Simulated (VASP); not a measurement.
Write the native input for VASP 6.6.1 that does the following.

```
Task                   : single point
Functional             : PBE
Potentials or basis    : VASP PAW PBE potentials, release 64 (S)
Cutoff                 : 520 eV
k mesh                 : 17 × 17 × 17
Occupations            : fermi-dirac, width 0.1 eV
Spin                   : no spin polarisation
Dipole correction      : no
Further INCAR settings : ALGO = Normal; EDIFF = 1e-06; NBANDS = 9
```

The structure of S lies in POSCAR:

```
S
1.0
   -1.5166337876      1.5166337876      1.5166337876
    1.5166337876     -1.5166337876      1.5166337876
    1.5166337876      1.5166337876     -1.5166337876
S
1
Direct
    0.0000000000      0.0000000000      0.0000000000
```

The input as run:

INCAR

```
PREC = Accurate ; ENCUT = 520
EDIFF = 1E-6 ; ISMEAR = -1
SIGMA = 0.1 ; LREAL = F
LASPH = T ; NELM = 80
ALGO = Normal ; ISIF = 2
LWAVE = F ; LCHARG = F
GGA = PE ; NBANDS = 9
```

KPOINTS

```
regular mesh
0
Gamma
  17 17 17
```

Potentials or basis: VASP PAW PBE potentials, release 64 (S).

Run with:

```console
$ cat potpaw_PBE.64/S/POTCAR > POTCAR
$ mpirun -np 1 vasp_std > vasp.out
```

It gave:

```yaml
Pressure: 12.7 GPa
Band_gap_on_the_k_mesh: zero (band 3 reaches 13.35 eV, above the bottom of band 4 at 4.96 eV)
```

Wall time 9.8 s on 1 thread of Intel(R) Xeon(R) Platinum 8488C (Sapphire Rapids), on a shared host, peak memory 0.13 GiB.
